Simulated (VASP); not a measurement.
# Ta (P6/mmm) in VASP: further runs

Runs on Ta. Level: PBEsol. Tasks: relaxation of cell and atoms.

Everything below comes from runs of VASP 6.6.1. Logs are shortened: lines on timing, memory, paths and dates and some standing lists are left out, and cuts for length are marked.

**1. The cell of the first run**

Symmetry: P6/mmm, No. 191, hexagonal system. Conventional cell: a = 4.566 Å, b = 4.566 Å, c = 2.670 Å, α = 90.00°, β = 90.00°, γ = 120.00°. Within 3.5 Å of Ta (site symmetry -6m2) lie 5 Ta at 2.64 to 2.67 Å.

**2. Relaxation of cell and atoms, PBEsol**

File INCAR:

```
ALGO = Normal
EDIFF = 1E-7
EDIFFG = -0.01
ENCUT = 600
GGA = PS
IBRION = 2
ISIF = 3
ISMEAR = 0
LASPH = True
LCHARG = False
LREAL = False
LWAVE = False
NELM = 100
NSW = 100
PREC = Accurate
SIGMA = 0.1
```

File KPOINTS:

```
k-points
0
Gamma
  15 15 20
```

File POSCAR:

```
Ta
1.0
    4.5657486256      0.0000000000      0.0000000000
   -2.2828743128      3.9540542970      0.0000000000
    0.0000000000      0.0000000000      2.6698546421
Ta
2
Direct
    0.3333333333      0.6666666667      0.0000000000
    0.6666666667      0.3333333333      0.0000000000
```

Potentials or basis: VASP PAW PBE potentials, release 64 (Ta_pv).

Run with:

```
> cat potpaw_PBE.64/Ta_pv/POTCAR > POTCAR
> mpirun -np 1 vasp_std > vasp.out
```

OUTCAR:

```text
EDIFF = 1E-7
   EDIFFG = -0.01
   ENCUT = 600
   GGA = PS
   IBRION = 2
   ISIF = 3
   ISMEAR = 0
   LASPH = True
   LREAL = False
   NELM = 100
   NSW = 100
   PREC = Accurate

 ion  position               nearest neighbor table
   1  0.333  0.667  0.000-   2 2.64   2 2.64   2 2.64
   2  0.667  0.333  0.000-   1 2.64   1 2.64   1 2.64

  LATTYP: Found a hexagonal cell.
 ALAT       =     4.5657486256
 C/A-ratio  =     0.5847572569

  Lattice vectors:

 A1 = (   4.5657486256,   0.0000000000,   0.0000000000)
 A2 = (  -2.2828743128,   3.9540542970,   0.0000000000)
 A3 = (   0.0000000000,   0.0000000000,   2.6698546421)

Analysis of symmetry for initial positions (statically):
=====================================================================
 Subroutine PRICEL returns:
 Original cell was already a primitive cell.

 Routine SETGRP: Setting up the symmetry group for a
 hexagonal supercell.

 Subroutine GETGRP returns: Found 24 space group operations
 (whereof 24 operations were pure point group operations)
 out of a pool of 24 trial point group operations.

The static configuration has the point symmetry D_6h.

Analysis of symmetry for dynamics (positions and initial velocities):
=====================================================================
 Subroutine PRICEL returns:
 Original cell was already a primitive cell.

 Routine SETGRP: Setting up the symmetry group for a
 hexagonal supercell.

 Subroutine GETGRP returns: Found 24 space group operations
 (whereof 24 operations were pure point group operations)
 out of a pool of 24 trial point group operations.

The dynamic configuration has the point symmetry D_6h.

 Subroutine INISYM returns: Found 24 space group operations
 (whereof 24 operations are pure point group operations),
 and found     1 'primitive' translations

----------------------------------------------------------------------------------------

                                     Primitive cell

  volume of cell :      48.1995

  direct lattice vectors                    reciprocal lattice vectors
     4.565748626  0.000000000  0.000000000     0.219022132  0.126452487  0.000000000
    -2.282874313  3.954054297  0.000000000     0.000000000  0.252904974  0.000000000
     0.000000000  0.000000000  2.669854642     0.000000000  0.000000000  0.374552226

  length of vectors
     4.565748626  4.565748626  2.669854642     0.252904974  0.252904974  0.374552226

  position of ions in fractional coordinates (direct lattice)
     0.333333333  0.666666667  0.000000000
     0.666666667  0.333333333  0.000000000

  ion indices of the primitive-cell ions
   primitive index   ion index
                 1           1
                 2           2

----------------------------------------------------------------------------------------

 KPOINTS: k-points

Automatic generation of k-mesh.
 Grid dimensions read from file:
 generate k-points for:   15   15   20

 Generating k-lattice:

  Cartesian coordinates                     Fractional coordinates (reciprocal lattice)
     0.014601475  0.008430166  0.000000000     0.066666667  0.000000000  0.000000000
     0.000000000  0.016860332  0.000000000     0.000000000  0.066666667  0.000000000
     0.000000000  0.000000000  0.018727611     0.000000000  0.000000000  0.050000000

  Length of vectors
     0.016860332  0.016860332  0.018727611

  Shift w.r.t. Gamma in fractional coordinates (k-lattice)
     0.000000000  0.000000000  0.000000000

 Subroutine IBZKPT returns following result:
 ===========================================

 Found    297 irreducible k-points:

 Following reciprocal coordinates:
            Coordinates               Weight
  0.000000  0.000000  0.000000      1.000000
  0.066667  0.000000  0.000000      6.000000
  0.133333  0.000000  0.000000      6.000000
  0.200000  0.000000  0.000000      6.000000
  0.266667  0.000000  0.000000      6.000000
  0.333333  0.000000  0.000000      6.000000
[... 16 lines left out ...]
  0.333333  0.200000  0.000000     12.000000
  0.400000  0.200000  0.000000      6.000000
 [... further k-points ...]
   k-points           NKPTS =    297   k-points in BZ     NKDIM =    297   number of bands    NBANDS=     15
   number of dos      NEDOS =    301   number of ions     NIONS =      2
   total plane-waves  NPLWV =  31104
   dimension x,y,z NGX =    36 NGY =   36 NGZ =   24
   dimension x,y,z NGXF=    72 NGYF=   72 NGZF=   48
   ions per type =               2
   NGX,Y,Z   is equivalent  to a cutoff of  13.11, 13.11, 14.94 a.u.
   NGXF,Y,Z  is equivalent  to a cutoff of  26.22, 26.22, 29.89 a.u.
 SYSTEM =  unknown system
   PREC   = accura    normal or accurate (medium, high low for compatibility)
   ISTART =      0    job   : 0-new  1-cont  2-samecut
   ICHARG =      2    charge: 1-file 2-atom 10-const
   ISPIN  =      1    spin polarized calculation?
   LNONCOLLINEAR =      F non collinear calculations
   LSORBIT =      F    spin-orbit coupling
   LASPH  =      T    aspherical Exc in radial PAW
   ENCUT  =  600.0 eV  44.10 Ry    6.64 a.u.   9.12  9.12  5.33*2*pi/ulx,y,z
   NELM   =    100;   NELMIN=  2; NELMDL= -5     # of ELM steps
   EDIFF  = 0.1E-06   stopping-criterion for ELM
   LREAL  =      F    real-space projection
   EDIFFG = -.1E-01   stopping-criterion for IOM
   NSW    =    100    number of steps for IOM
   IBRION =      2    ionic relax: 0-MD 1-quasi-New 2-CG
   NFREE  =      1    steps in history (QN), initial steepest desc. (CG)
   ISIF   =      3    stress and relaxation
   ISYM   =      2    0-nonsym 1-usesym 2-fastsym
   POTIM  = 0.5000    time-step for ionic-motion
   TEBEG  =    0.0;   TEEND  =   0.0 temperature during run
   PSTRESS=    0.0 pullay stress
   NELECT =      22.0000    total number of electrons
   NUPDOWN=      -1.0000    fix difference up-down
   EMIN   =  10.00;   EMAX   =-10.00  energy-range for DOS
   EFERMI =   0.00;   METHOD = LEGACY
   ISMEAR =     0;   SIGMA  =   0.10  broadening in eV -4-tet -1-fermi 0-gaus
   EFERMI_NEDOS =   21; number of points for ismear=-14 and -15
   IALGO  =     38    algorithm
   IMIX   =      4    mixing-type and parameters
     AMIX     =   0.40;   BMIX     =  1.00
     AMIX_MAG =   1.60;   BMIX_MAG =  1.00
  volume/ion in A,a.u.               =      24.10       162.63
  Fermi-wavevector in a.u.,A,eV,Ry     =   1.260477  2.381956 21.616972  1.588803
  Thomas-Fermi vector in A             =   2.393985
   LORBIT       =      0    0 simple, 1 ext, 2 COOP (PROOUT), +10 PAW based schemes
   GGA     = PS    functional components
   LHFCALC =     F    Hartree Fock is set to
   AEXX    =    0.0000 exact exchange contribution
   IVDW    =     0    specifies the selected vdW correction
   LEPSILON=     F    determine dielectric tensor
   LRPA    =     F    only Hartree local field effects (RPA)
 conjugate gradient relaxation of ions
 non-spin polarized calculation
 Gauss-broadening in eV      SIGMA  =   0.10
  energy-cutoff  :      600.00
  volume of cell :       48.20
 maximum number of plane-waves:      1624
   NGX = 19   NGY = 19   NGZ = 11

--------------------------------------- Ionic step        1  -------------------------------------------

 number of electron      22.0000004 magnetization

 Free energy of the ion-electron system (eV)
  ---------------------------------------------------
  ext. energy  EPLUGINS =         0.00000000
  ---------------------------------------------------
  free energy    TOTEN  =       -21.15447499 eV

  energy without entropy =      -21.13499712  energy(sigma->0) =      -21.14473606

------------------------ aborting loop because EDIFF is reached ----------------------------------------

  FORCE on cell =-STRESS in cart. coord.  units (eV):
  Direction    XX          YY          ZZ          XY          YZ          ZX
  --------------------------------------------------------------------------------------
  -------------------------------------------------------------------------------------
  Total        0.1573344      0.1573344     -0.0924137      0.0000000      0.0000000      0.0000000
  in kB        5.2298840      5.2298840     -3.0718820      0.0000000      0.0000000      0.0000000
  external PRESSURE =       2.4626286 kB  Pullay stress =       0.0000000 kB

 VOLUME and BASIS-vectors are now :
 -----------------------------------------------------------------------------
  energy-cutoff  :      600.00
  volume of cell :       48.20
      direct lattice vectors                 reciprocal lattice vectors
     4.565748626  0.000000000  0.000000000     0.219022132  0.126452487  0.000000000
    -2.282874313  3.954054297  0.000000000     0.000000000  0.252904974  0.000000000
     0.000000000  0.000000000  2.669854642     0.000000000  0.000000000  0.374552226
[... 145 lines left out ...]
 POSITION                                       TOTAL-FORCE (eV/Angst)
 -----------------------------------------------------------------------------------
     -0.00000      2.64230     -0.00000         0.000000      0.000000      0.000000
      2.28830      1.32115      2.66458        -0.000000     -0.000000     -0.000000
 -----------------------------------------------------------------------------------
    total drift:                                0.000000      0.000000      0.000000

  FREE ENERGIE OF THE ION-ELECTRON SYSTEM (eV)
  ---------------------------------------------------
  free  energy   TOTEN  =       -21.1549182153 eV

  energy  without entropy=      -21.1351838789  energy(sigma->0) =      -21.14505105

--------------------------------------- Ionic step        6  -------------------------------------------

 number of electron      22.0000005 magnetization

 Free energy of the ion-electron system (eV)
  ---------------------------------------------------
  ext. energy  EPLUGINS =         0.00000000
  ---------------------------------------------------
  free energy    TOTEN  =       -21.15492290 eV

  energy without entropy =      -21.13517178  energy(sigma->0) =      -21.14504734

 E-fermi :   2.8893     XC(G=0): -10.8864

 val. band max:        2.8857699532   @ k =   0.4000   0.0667   0.1500
 cond. band min:       2.8909242302   @ k =   0.4000   0.2000   0.4000
 fundamental gap:      0.0051542770
 Fermi energy:         2.8892557825

 k-point     1 :       0.0000    0.0000    0.0000
  band No.  band energies     occupation
      1     -31.4303      2.00000
      2     -31.4303      2.00000
      3     -30.3734      2.00000
      4     -30.3734      2.00000
      5     -30.2434      2.00000
      6     -30.0193      2.00000
      7      -3.5362      2.00000
      8       0.4014      2.00000
      9       1.1804      2.00000
     10       2.6140      1.99990
     11       2.6140      1.99990
     12       3.1914      0.00002
     13       3.1914      0.00002
     14       6.4975      0.00000
     15       6.4975      0.00000
[... 397 lines left out ...]
 k-point    24 :       0.4000    0.2000    0.0000
  band No.  band energies     occupation
      1     -31.5490      2.00000
      2     -31.0643      2.00000
      3     -30.7614      2.00000
      4     -30.2377      2.00000
      5     -30.1552      2.00000
      6     -30.1090      2.00000
      7      -1.4318      2.00000
      8      -0.5799      2.00000
      9       0.1654      2.00000
     10       1.5849      2.00000
     11       1.8595      2.00000
     12       3.1264      0.00080
     13       5.0881      0.00000
     14       5.8116      0.00000
     15       6.0759      0.00000

 [... further k-points ...]

------------------------ aborting loop because EDIFF is reached ----------------------------------------

  FORCE on cell =-STRESS in cart. coord.  units (eV):
  Direction    XX          YY          ZZ          XY          YZ          ZX
  --------------------------------------------------------------------------------------
  -------------------------------------------------------------------------------------
  Total       -0.0029526     -0.0029526      0.0022764      0.0000000     -0.0000000      0.0000000
  in kB       -0.0978327     -0.0978327      0.0754269      0.0000000     -0.0000000      0.0000000
  external PRESSURE =      -0.0400795 kB  Pullay stress =       0.0000000 kB

 VOLUME and BASIS-vectors are now :
 -----------------------------------------------------------------------------
  energy-cutoff  :      600.00
  volume of cell :       48.35
      direct lattice vectors                 reciprocal lattice vectors
     4.576885252  0.000000000  0.000000000     0.218489201  0.126144799 -0.000000000
    -2.288442626  3.963698899 -0.000000000     0.000000000  0.252289598 -0.000000000
     0.000000000  0.000000000  2.665363114     0.000000000  0.000000000  0.375183402

 POSITION                                       TOTAL-FORCE (eV/Angst)
 -----------------------------------------------------------------------------------
     -0.00000      2.64247      2.66536        -0.000000      0.000000     -0.000000
      2.28844      1.32123     -0.00000         0.000000     -0.000000      0.000000
 -----------------------------------------------------------------------------------
    total drift:                                0.000000      0.000000      0.000000

  FREE ENERGIE OF THE ION-ELECTRON SYSTEM (eV)
  ---------------------------------------------------
  free  energy   TOTEN  =       -21.1549229032 eV

  energy  without entropy=      -21.1351717752  energy(sigma->0) =      -21.14504734

 reached required accuracy - stopping structural energy minimisation
```

It took 8 min on 1 thread of Intel Xeon Platinum 8259CL at 2.50GHz (Skylake/Cascade Lake), shared host; peak memory 0.37 GiB.

Results:

```
Free energy                            : -21.1549 eV
Relaxed volume                         : 24.18 Å³/atom
Relaxed cell                           : a = 4.577 Å, b = 4.577 Å, c = 2.665 Å, α = 90.00°, β = 90.00°, γ = 120.00°
Space group after relaxing (to 0.05 Å) : P6/mmm (No. 191)
Energy gained by relaxing              : 0.2 meV/atom
Ionic steps                            : 6
Pressure after relaxing                : 0.0 GPa
Band gap on the k mesh                 : zero (band 11 reaches 3.91 eV, above the bottom of band 12 at 2.42 eV)
```

The path:
| step | energy change (eV) | largest force (eV/Å) | pressure (GPa) | volume (Å³) |
| --- | --- | --- | --- | --- |
| 1 | 0.0000 | 0.0000 | 0.25 | 48.20 |
| 2 | -0.0003 | 0.0000 | -0.20 | 48.46 |
| 3 | -0.0004 | 0.0000 | -0.04 | 48.37 |
| 4 | -0.0004 | 0.0000 | -0.04 | 48.37 |
| 5 | -0.0004 | 0.0000 | 0.04 | 48.33 |
| 6 | -0.0004 | 0.0000 | 0.00 | 48.35 |

Final structure:
```
Ta
1.0
     4.57689    0.00000    0.00000
    -2.28844    3.96370    0.00000
     0.00000    0.00000    2.66536
Ta
2
Direct
  0.33333 0.66667 0.00000
  0.66667 0.33333 0.00000
```

Caveat: the PAW data sets were made with another functional, which shifts forces and pressure a little; spin-orbit coupling is left out, which moves the levels of the heavy elements.

**3. Relaxation of cell and atoms, PBEsol**

This run uses another cell than the first one: it holds 3 atoms, not 2.

File INCAR:

```
SYSTEM = Ta
PREC = Accurate
ENCUT = 600
EDIFF = 1E-6
ISMEAR = 0
SIGMA = 0.1
LREAL = .FALSE.
LASPH = .TRUE.
NELM = 60
ALGO = Normal
ISIF = 3
LWAVE = .FALSE.
LCHARG = .FALSE.
GGA = PS
IBRION = 2
NSW = 90
EDIFFG = -0.04
```

File KPOINTS:

```
Automatic mesh
0
G
  6 6 6
  0 0 0
```

File POSCAR:

```
Ta
1.0
    4.9513374049      0.0000000000      0.0000000000
   -2.4756687025      4.2879839754      0.0000000000
    0.0000000000      0.0000000000      3.0353851048
Ta
3
Direct
    0.0000000000      0.0000000000      0.0000000000
    0.3333333333      0.6666666667      0.5000000000
    0.6666666667      0.3333333333      0.5000000000
```

Potentials or basis: VASP PAW PBE potentials, release 64 (Ta_pv).

Run with:

```
> cat potpaw_PBE.64/Ta_pv/POTCAR > POTCAR
> mpirun -np 1 vasp_std > vasp.out
```

Run time: 1.7 min. Hardware: 1 thread of Intel Xeon 6975P-C (Granite Rapids), shared host; peak memory 0.22 GiB.

It converged, with:

```
Free energy                            : -36.9085 eV
Relaxed volume                         : 18.01 Å³/atom
Relaxed cell                           : a = 4.800 Å, b = 4.800 Å, c = 2.708 Å, α = 90.00°, β = 90.00°, γ = 120.00°
Space group after relaxing (to 0.05 Å) : P6/mmm (No. 191)
Energy gained by relaxing              : 389.5 meV/atom
Ionic steps                            : 10
Pressure after relaxing                : 0.0 GPa
```

The path:
```tsv
step	energy change (eV)	largest force (eV/Å)	pressure (GPa)	volume (Å³)
1	0.0000	0.0000	-24.52	64.45
2	4.2385	0.0000	139.58	38.15
3	-1.0988	0.0000	-2.26	54.67
4	-1.1135	0.0000	0.45	53.92
5	-1.1158	0.0000	1.93	53.53
6	-1.1453	0.0000	0.21	54.07
7	-1.1684	0.0000	0.56	53.87
8	-1.1684	0.0000	0.54	53.88
9	-1.1680	0.0000	-0.82	54.25
10	-1.1686	0.0000	0.00	54.02
```

Final structure:
```xyz
3
Lattice="4.7997 0.0000 0.0000 -2.3999 4.1567 0.0000 0.0000 0.0000 2.7078" Properties=species:S:1:pos:R:3 pbc="T T T"
Ta    0.0000    0.0000    2.7078
Ta    0.0000    2.7711    1.3539
Ta    2.3999    1.3856    1.3539
```

Levels at points of the mesh, in eV from the Fermi level:
| k point | band 13 | band 14 | band 15 | band 16 | band 17 | band 18 | band 19 | band 20 |
| --- | --- | --- | --- | --- | --- | --- | --- | --- |
| (0.00, 0.00, 0.00) | -1.44 | -1.44 | -1.44 | -1.44 | -0.71 | 1.01 | 1.01 | 3.30 |
| (0.50, 0.00, 0.00) | -1.96 | -1.74 | -1.61 | -0.99 | -0.67 | 0.92 | 2.07 | 3.54 |
| (0.00, 0.00, 0.50) | -3.06 | -3.06 | -1.92 | 0.16 | 0.16 | 1.39 | 1.39 | 4.61 |
| (0.50, 0.00, 0.50) | -2.59 | -1.32 | -1.27 | -0.49 | 0.83 | 0.86 | 1.02 | 2.58 |

Caveat: the volume moved by over 15 % at a fixed basis, so the end points are rough; the PAW data sets were made with another functional, which shifts forces and pressure a little; spin-orbit coupling is left out, which moves the levels of the heavy elements.
